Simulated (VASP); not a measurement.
# WC (Fm-3m) in VASP: notebook

WC is run at these levels: PBEsol; tasks: single point.

All numbers are computed with VASP 6.6.1; they aren't measurements. Logs are shortened: lines on timing, memory, paths and dates and some standing lists are left out, and cuts for length are marked.

## (1) The cell of the first run

Symmetry: Fm-3m, No. 225, cubic system. Conventional cell: a = 4.385 Å, b = 4.385 Å, c = 4.385 Å, α = 90.00°, β = 90.00°, γ = 90.00°. W (site symmetry m-3m) has 6 C at 2.19 Å within 2.9 Å. Within 2.9 Å of C (site symmetry m-3m) lie 6 W at 2.19 Å.

## (2) Single point, PBEsol

INCAR

```
SYSTEM = WC
ALGO = Normal
EDIFF = 1E-6
ENCUT = 520
GGA = PS
ISIF = 2
ISMEAR = 1
LASPH = .TRUE.
LCHARG = .TRUE.
LELF = .TRUE.
LREAL = .FALSE.
LVHAR = .TRUE.
LWAVE = .FALSE.
NBANDS = 16
NELM = 80
PREC = Accurate
SIGMA = 0.05
```

KPOINTS

```
k-points
0
G
  11 11 11
  0 0 0
```

POSCAR

```
WC
1.0
    0.0000000000      2.1926800000      2.1926800000
    2.1926800000      0.0000000000      2.1926800000
    2.1926800000      2.1926800000      0.0000000000
W C
1 1
Direct
    0.0000000000      0.0000000000      0.0000000000
    0.5000000000      0.5000000000      0.5000000000
```

Potentials or basis: VASP PAW PBE potentials, release 64 (W_sv, C).

Launch:

```console
$ cat potpaw_PBE.64/W_sv/POTCAR potpaw_PBE.64/C/POTCAR > POTCAR
$ mpirun -np 1 vasp_std > vasp.out
```

OUTCAR:

```text
SYSTEM = WC
   EDIFF = 1E-6
   ENCUT = 520
   GGA = PS
   ISIF = 2
   ISMEAR = 1
   LASPH = .TRUE.
   LREAL = .FALSE.
   NELM = 80
   PREC = Accurate

 ion  position               nearest neighbor table
   1  0.000  0.000  0.000-   2 2.19   2 2.19   2 2.19   2 2.19   2 2.19   2 2.19
   2  0.500  0.500  0.500-   1 2.19   1 2.19   1 2.19   1 2.19   1 2.19   1 2.19

  LATTYP: Found a face centered cubic cell.
 ALAT       =     4.3853600000

  Lattice vectors:

 A1 = (   0.0000000000,   2.1926800000,   2.1926800000)
 A2 = (   2.1926800000,   0.0000000000,   2.1926800000)
 A3 = (   2.1926800000,   2.1926800000,   0.0000000000)

Analysis of symmetry for initial positions (statically):
=====================================================================
 Subroutine PRICEL returns:
 Original cell was already a primitive cell.

 Routine SETGRP: Setting up the symmetry group for a
 face centered cubic supercell.

 Subroutine GETGRP returns: Found 48 space group operations
 (whereof 48 operations were pure point group operations)
 out of a pool of 48 trial point group operations.

The static configuration has the point symmetry O_h .

Analysis of symmetry for dynamics (positions and initial velocities):
=====================================================================
 Subroutine PRICEL returns:
 Original cell was already a primitive cell.

 Routine SETGRP: Setting up the symmetry group for a
 face centered cubic supercell.

 Subroutine GETGRP returns: Found 48 space group operations
 (whereof 48 operations were pure point group operations)
 out of a pool of 48 trial point group operations.

The dynamic configuration has the point symmetry O_h .

 Subroutine INISYM returns: Found 48 space group operations
 (whereof 48 operations are pure point group operations),
 and found     1 'primitive' translations

----------------------------------------------------------------------------------------

                                     Primitive cell

  volume of cell :      21.0841

  direct lattice vectors                    reciprocal lattice vectors
     0.000000000  2.192680000  2.192680000    -0.228031450  0.228031450  0.228031450
     2.192680000  0.000000000  2.192680000     0.228031450 -0.228031450  0.228031450
     2.192680000  2.192680000  0.000000000     0.228031450  0.228031450 -0.228031450

  length of vectors
     3.100917794  3.100917794  3.100917794     0.394962057  0.394962057  0.394962057

[... 74 lines left out ...]
   ISPIN  =      1    spin polarized calculation?
   LNONCOLLINEAR =      F non collinear calculations
   LSORBIT =      F    spin-orbit coupling
   LASPH  =      T    aspherical Exc in radial PAW
   ENCUT  =  520.0 eV  38.22 Ry    6.18 a.u.   5.77  5.77  5.77*2*pi/ulx,y,z
   NELM   =     80;   NELMIN=  2; NELMDL= -5     # of ELM steps
   EDIFF  = 0.1E-05   stopping-criterion for ELM
   LREAL  =      F    real-space projection
   EDIFFG = 0.1E-04   stopping-criterion for IOM
   NSW    =      0    number of steps for IOM
   IBRION =     -1    ionic relax: 0-MD 1-quasi-New 2-CG
   NFREE  =      0    steps in history (QN), initial steepest desc. (CG)
   ISIF   =      2    stress and relaxation
   ISYM   =      2    0-nonsym 1-usesym 2-fastsym
   POTIM  = 0.5000    time-step for ionic-motion
   TEBEG  =    0.0;   TEEND  =   0.0 temperature during run
   PSTRESS=    0.0 pullay stress
   NELECT =      18.0000    total number of electrons
   NUPDOWN=      -1.0000    fix difference up-down
   EMIN   =  10.00;   EMAX   =-10.00  energy-range for DOS
   EFERMI =   0.00;   METHOD = LEGACY
   ISMEAR =     1;   SIGMA  =   0.05  broadening in eV -4-tet -1-fermi 0-gaus
   EFERMI_NEDOS =   21; number of points for ismear=-14 and -15
   IALGO  =     38    algorithm
   IMIX   =      4    mixing-type and parameters
     AMIX     =   0.40;   BMIX     =  1.00
     AMIX_MAG =   1.60;   BMIX_MAG =  1.00
  volume/ion in A,a.u.               =      10.54        71.14
  Fermi-wavevector in a.u.,A,eV,Ry     =   1.553032  2.934805 32.816007  2.411908
  Thomas-Fermi vector in A             =   2.657321
   LORBIT       =      0    0 simple, 1 ext, 2 COOP (PROOUT), +10 PAW based schemes
   GGA     = PS    functional components
   LHFCALC =     F    Hartree Fock is set to
   AEXX    =    0.0000 exact exchange contribution
   IVDW    =     0    specifies the selected vdW correction
   LEPSILON=     F    determine dielectric tensor
   LRPA    =     F    only Hartree local field effects (RPA)
 non-spin polarized calculation
 Methfessel and Paxton  Order N= 1 SIGMA  =   0.05
  energy-cutoff  :      520.00
  volume of cell :       21.08
 maximum number of plane-waves:       578
   NGX = 11   NGY = 11   NGZ = 11

 number of electron      18.0000001 magnetization

 Free energy of the ion-electron system (eV)
  ---------------------------------------------------
  ext. energy  EPLUGINS =         0.00000000
  ---------------------------------------------------
  free energy    TOTEN  =       -22.96852003 eV

  energy without entropy =      -22.96837707  energy(sigma->0) =      -22.96847238

 E-fermi :  12.2483     XC(G=0): -13.8416

 val. band max:       12.2416079818   @ k =  -0.0909   0.0909   0.0000
 cond. band min:      12.2658427629   @ k =   0.4545   0.0909   0.0000
 fundamental gap:      0.0242347811
 Fermi energy:        12.2482700597

 k-point     1 :       0.0000    0.0000    0.0000
  band No.  band energies     occupation
      1     -63.1221      2.00000
      2     -27.1185      2.00000
      3     -27.1185      2.00000
      4     -27.1185      2.00000
      5      -3.5236      2.00000
      6       9.4893      2.00000
[... 433 lines left out ...]
      3     -27.2519      2.00000
      4     -27.1476      2.00000
      5      -1.3799      2.00000
      6       5.3888      2.00000
[... 8 lines left out ...]
     15      24.9906      0.00000
     16      25.9022      0.00000

 [... further k-points ...]
[... 5 lines left out ...]
  --------------------------------------------------------------------------------------
  -------------------------------------------------------------------------------------
  Total       -1.1858924     -1.1858924     -1.1858924      0.0000000     -0.0000000      0.0000000
  in kB      -90.1156244    -90.1156244    -90.1156244      0.0000000     -0.0000000      0.0000000
  external PRESSURE =     -90.1156244 kB  Pullay stress =       0.0000000 kB

 VOLUME and BASIS-vectors are now :
 -----------------------------------------------------------------------------
  energy-cutoff  :      520.00
  volume of cell :       21.08
      direct lattice vectors                 reciprocal lattice vectors
     0.000000000  2.192680000  2.192680000    -0.228031450  0.228031450  0.228031450
     2.192680000  0.000000000  2.192680000     0.228031450 -0.228031450  0.228031450
     2.192680000  2.192680000  0.000000000     0.228031450  0.228031450 -0.228031450

 POSITION                                       TOTAL-FORCE (eV/Angst)
 -----------------------------------------------------------------------------------
      0.00000      0.00000      0.00000         0.000000     -0.000000      0.000000
      2.19268      2.19268      2.19268        -0.000000      0.000000     -0.000000
 -----------------------------------------------------------------------------------
    total drift:                                0.000000     -0.000000     -0.000000

  FREE ENERGIE OF THE ION-ELECTRON SYSTEM (eV)
  ---------------------------------------------------
  free  energy   TOTEN  =       -22.9685200330 eV

  energy  without entropy=      -22.9683770704  energy(sigma->0) =      -22.96847238
```

stdout:

```text
POSCAR found type information on POSCAR W C
 POSCAR found :  2 types and       2 ions
 scaLAPACK will be used
 -----------------------------------------------------------------------------
|                                                                             |
|                                                                             |
|     You enforced a specific xc type in the INCAR file but a different       |
|     I HOPE YOU KNOW WHAT YOU ARE DOING!                                     |
|                                                                             |
 -----------------------------------------------------------------------------

 LDA part: xc-table for (Slater+PW92), standard interpolation
 POSCAR, INCAR and KPOINTS ok, starting setup
 FFT: planning ... GRIDC
 FFT: planning ... GRID_SOFT
 FFT: planning ... GRID
 WAVECAR not read
 entering main loop
```

It took 7.8 s on 1 thread of Intel Xeon 6975P-C, shared host; peak memory 0.15 GiB.

Results:

```yaml
Free_energy: -22.9685 eV
Pressure: -9.0 GPa
Band_gap_on_the_k_mesh: zero (band 9 reaches 13.19 eV, above the bottom of band 10 at 10.11 eV)
```

Caveat: the PAW data sets were made with another functional, which shifts forces and pressure a little; spin-orbit coupling is left out, which moves the levels of the heavy elements.

## (3) Single point, PBEsol

This run uses another cell than the first one, of 10.96 Å³/atom, 1.040 times its volume.

INCAR

```
PREC = Accurate
ENCUT = 520
EDIFF = 1E-6
ISMEAR = 1
SIGMA = 0.05
LREAL = F
LASPH = T
NELM = 100
ALGO = Normal
ISIF = 2
LWAVE = F
LCHARG = F
GGA = PS
NBANDS = 16
```

KPOINTS

```
regular mesh
0
Gamma
  11 11 11
```

POSCAR

```
WC
1.0
    0.0000000000      2.2215343616      2.2215343616
    2.2215343616      0.0000000000      2.2215343616
    2.2215343616      2.2215343616      0.0000000000
W C
1 1
Direct
    0.0000000000      0.0000000000      0.0000000000
    0.5000000000      0.5000000000      0.5000000000
```

Potentials or basis: VASP PAW PBE potentials, release 64 (W_sv, C).

Launch:

```console
$ cat potpaw_PBE.64/W_sv/POTCAR potpaw_PBE.64/C/POTCAR > POTCAR
$ mpirun -np 1 vasp_std > vasp.out
```

It took 10 s on 1 thread of Intel Xeon 6975P-C, shared host; peak memory 0.15 GiB.

It converged, with:

- Free energy: -22.8872 eV
- Pressure: -21.6 GPa
- Band gap on the k mesh: zero (band 9 reaches 12.52 eV, above the bottom of band 10 at 9.63 eV)

Levels at points of the mesh, in eV from the Fermi level:
```
           k point  band 5  band 6  band 7  band 8  band 9  band 10  band 11  band 12  band 13  band 14
(0.00, 0.00, 0.00)  -15.43   -2.62   -2.62   -2.62   -0.95    -0.95    -0.95    -0.94    -0.94     6.09
```

Caveat: the PAW data sets were made with another functional, which shifts forces and pressure a little; spin-orbit coupling is left out, which moves the levels of the heavy elements.

## (4) Single point, PBEsol

This run uses another cell than the first one, of 11.39 Å³/atom, 1.080 times its volume.

INCAR

```
ALGO = Normal
EDIFF = 1E-6
ENCUT = 520
GGA = PS
ISIF = 2
ISMEAR = 1
LASPH = T
LCHARG = F
LREAL = F
LWAVE = F
NBANDS = 16
NELM = 60
PREC = Accurate
SIGMA = 0.05
```

KPOINTS

```
k-points
0
Gamma
  11 11 11
```

POSCAR

```
WC
1.0
    0.0000000000      2.2496580353      2.2496580353
    2.2496580353      0.0000000000      2.2496580353
    2.2496580353      2.2496580353      0.0000000000
W C
1 1
Direct
    0.0000000000      0.0000000000      0.0000000000
    0.5000000000      0.5000000000      0.5000000000
```

Potentials or basis: VASP PAW PBE potentials, release 64 (W_sv, C).

Launch:

```console
$ cat potpaw_PBE.64/W_sv/POTCAR potpaw_PBE.64/C/POTCAR > POTCAR
$ mpirun -np 1 vasp_std > vasp.out
```

OUTCAR:

```text
EDIFF = 1E-6
   ENCUT = 520
   GGA = PS
   ISIF = 2
   ISMEAR = 1
   LASPH = T
   LREAL = F
   NELM = 60
   PREC = Accurate

 ion  position               nearest neighbor table
   1  0.000  0.000  0.000-   2 2.25   2 2.25   2 2.25   2 2.25   2 2.25   2 2.25
   2  0.500  0.500  0.500-   1 2.25   1 2.25   1 2.25   1 2.25   1 2.25   1 2.25

  LATTYP: Found a face centered cubic cell.
 ALAT       =     4.4993160706

  Lattice vectors:

 A1 = (   0.0000000000,   2.2496580353,   2.2496580353)
 A2 = (   2.2496580353,   0.0000000000,   2.2496580353)
 A3 = (   2.2496580353,   2.2496580353,   0.0000000000)

Analysis of symmetry for initial positions (statically):
=====================================================================
 Subroutine PRICEL returns:
 Original cell was already a primitive cell.

 Routine SETGRP: Setting up the symmetry group for a
 face centered cubic supercell.

 Subroutine GETGRP returns: Found 48 space group operations
 (whereof 48 operations were pure point group operations)
 out of a pool of 48 trial point group operations.

The static configuration has the point symmetry O_h .

Analysis of symmetry for dynamics (positions and initial velocities):
[... 154 lines left out ...]
  ---------------------------------------------------
  free energy    TOTEN  =       -22.74660483 eV

  energy without entropy =      -22.74696960  energy(sigma->0) =      -22.74672642

 E-fermi :  11.1055     XC(G=0): -13.4199

 val. band max:       11.0890793808   @ k =  -0.2727   0.4545   0.1818
 cond. band min:      11.1079828447   @ k =   0.4545   0.0909   0.0000
 fundamental gap:      0.0189034638
 Fermi energy:        11.1054590565

 k-point     1 :       0.0000    0.0000    0.0000
  band No.  band energies     occupation
      1     -64.3175      2.00000
      2     -28.3153      2.00000
      3     -28.3153      2.00000
      4     -28.3153      2.00000
      5      -3.9964      2.00000
      6       8.6213      2.00000
[... 433 lines left out ...]
      3     -28.4146      2.00000
      4     -28.3381      2.00000
      5      -2.0516      2.00000
      6       4.7115      2.00000
[... 8 lines left out ...]
     15      23.3084      0.00000
     16      23.8619      0.00000

 [... further k-points ...]
[... 5 lines left out ...]
  --------------------------------------------------------------------------------------
  -------------------------------------------------------------------------------------
  Total       -4.5048404     -4.5048404     -4.5048404      0.0000000      0.0000000      0.0000000
  in kB     -316.9643917   -316.9643917   -316.9643917      0.0000000      0.0000000      0.0000000
  external PRESSURE =    -316.9643917 kB  Pullay stress =       0.0000000 kB

 VOLUME and BASIS-vectors are now :
 -----------------------------------------------------------------------------
  energy-cutoff  :      520.00
  volume of cell :       22.77
      direct lattice vectors                 reciprocal lattice vectors
     0.000000000  2.249658035  2.249658035    -0.222256002  0.222256002  0.222256002
     2.249658035  0.000000000  2.249658035     0.222256002 -0.222256002  0.222256002
     2.249658035  2.249658035  0.000000000     0.222256002  0.222256002 -0.222256002

 POSITION                                       TOTAL-FORCE (eV/Angst)
 -----------------------------------------------------------------------------------
      0.00000      0.00000      0.00000         0.000000     -0.000000     -0.000000
      2.24966      2.24966      2.24966        -0.000000      0.000000      0.000000
 -----------------------------------------------------------------------------------
    total drift:                                0.000000     -0.000000     -0.000000

  FREE ENERGIE OF THE ION-ELECTRON SYSTEM (eV)
  ---------------------------------------------------
  free  energy   TOTEN  =       -22.7466048287 eV

  energy  without entropy=      -22.7469695978  energy(sigma->0) =      -22.74672642
```

OSZICAR:

```text
N       E                     dE             d eps       ncg     rms          rms(c)
DAV:   1     0.110657479349E+03    0.11066E+03   -0.93257E+03  1792   0.124E+03
DAV:   2    -0.227066253985E+02   -0.13336E+03   -0.12885E+03  2208   0.334E+02
DAV:   3    -0.260217896430E+02   -0.33152E+01   -0.33071E+01  1896   0.498E+01
DAV:   4    -0.260393579773E+02   -0.17568E-01   -0.17567E-01  2432   0.419E+00
DAV:   5    -0.260395049701E+02   -0.14699E-03   -0.14699E-03  1936   0.357E-01    0.267E+01
DAV:   6    -0.229204178459E+02    0.31191E+01   -0.86127E+00  2208   0.267E+01    0.639E+00
DAV:   7    -0.227833803721E+02    0.13704E+00   -0.59296E-01  1904   0.588E+00    0.540E+00
DAV:   8    -0.227487268553E+02    0.34654E-01   -0.11729E-01  1984   0.279E+00    0.108E+00
DAV:   9    -0.227467764718E+02    0.19504E-02   -0.45158E-03  1840   0.656E-01    0.133E-01
DAV:  10    -0.227466032671E+02    0.17320E-03   -0.47237E-04  2216   0.242E-01    0.296E-02
DAV:  11    -0.227466052076E+02   -0.19406E-05   -0.13169E-05  1976   0.347E-02    0.177E-02
DAV:  12    -0.227466048287E+02    0.37897E-06   -0.70606E-07  1360   0.666E-03
   1 F= -.22746605E+02 E0= -.22746726E+02  d E =0.364769E-03
```

stdout:

```text
POSCAR found type information on POSCAR W C
 POSCAR found :  2 types and       2 ions
 scaLAPACK will be used
 -----------------------------------------------------------------------------
|                                                                             |
|                                                                             |
|     You enforced a specific xc type in the INCAR file but a different       |
|     I HOPE YOU KNOW WHAT YOU ARE DOING!                                     |
|                                                                             |
 -----------------------------------------------------------------------------

 LDA part: xc-table for (Slater+PW92), standard interpolation
 POSCAR, INCAR and KPOINTS ok, starting setup
 FFT: planning ... GRIDC
 FFT: planning ... GRID_SOFT
 FFT: planning ... GRID
 WAVECAR not read
 entering main loop
```

Run time: 9.6 s. Hardware: 1 thread of Intel Xeon 6975P-C, shared host; peak memory 0.15 GiB.

Results:

| Quantity | Value |
| --- | --- |
| Free energy | -22.7466 eV |
| Pressure | -31.7 GPa |
| Band gap on the k mesh | zero (band 9 reaches 11.90 eV, above the bottom of band 10 at 9.18 eV) |

Caveat: the PAW data sets were made with another functional, which shifts forces and pressure a little; spin-orbit coupling is left out, which moves the levels of the heavy elements.

## (5) Single point, PBEsol

This run uses another cell than the first one, of 11.81 Å³/atom, 1.120 times its volume.

INCAR

```
SYSTEM = WC
  PREC = Accurate
  ENCUT = 520
  EDIFF = 1E-6
  ISMEAR = 1
  SIGMA = 0.05
  LREAL = .False.
  LASPH = .True.
  NELM = 60
  ALGO = Normal
  ISIF = 2
  LWAVE = .False.
  LCHARG = .False.
  GGA = PS
  NBANDS = 16
```

KPOINTS

```
Automatic mesh
0
Gamma
  11 11 11
  0 0 0
```

POSCAR

```
WC
1.0
    0.0000000000      2.2770955934      2.2770955934
    2.2770955934      0.0000000000      2.2770955934
    2.2770955934      2.2770955934      0.0000000000
W C
1 1
Direct
    0.0000000000      0.0000000000      0.0000000000
    0.5000000000      0.5000000000      0.5000000000
```

Launch:

```console
$ cat potpaw_PBE.64/W_sv/POTCAR potpaw_PBE.64/C/POTCAR > POTCAR
$ mpirun -np 1 vasp_std > vasp.out
```

Run time: 9.6 s. Hardware: 1 thread of Intel Xeon 6975P-C, shared host; peak memory 0.15 GiB.

Results (log left out):

```
Free energy            : -22.5582 eV
Pressure               : -39.8 GPa
Band gap on the k mesh : zero (band 9 reaches 11.32 eV, above the bottom of band 10 at 8.75 eV)
```

Levels at points of the mesh, in eV from the Fermi level:
```csv
k point,band 6,band 7,band 8,band 9,band 10,band 11,band 12,band 13
"(0.00, 0.00, 0.00)",-2.36,-2.36,-2.36,-0.87,-0.87,-0.81,-0.81,-0.81
```

Caveat: the PAW data sets were made with another functional, which shifts forces and pressure a little; spin-orbit coupling is left out, which moves the levels of the heavy elements.

## (6) The runs side by side

```tsv
cell	gap on the mesh (eV)	pressure (GPa)
a = 3.101 Å, angles 60.0°, 2 atoms	none	-9.0
a = 3.142 Å, angles 60.0°, 2 atoms	none	-21.6
a = 3.181 Å, angles 60.0°, 2 atoms	none	-31.7
a = 3.220 Å, angles 60.0°, 2 atoms	none	-39.8
```

Alike in all rows: task single point; level PBEsol; potentials or basis VASP PAW PBE potentials, release 64 (W_sv, C); no spin polarisation; k mesh 11 × 11 × 11; cutoff (eV) 520; smearing methfessel-paxton 0.05 eV.

Caveats: the PAW data sets were made with another functional, which shifts forces and pressure a little; spin-orbit coupling is left out, which moves the levels of the heavy elements.

Absolute energies hang on the potentials; compare differences alone.
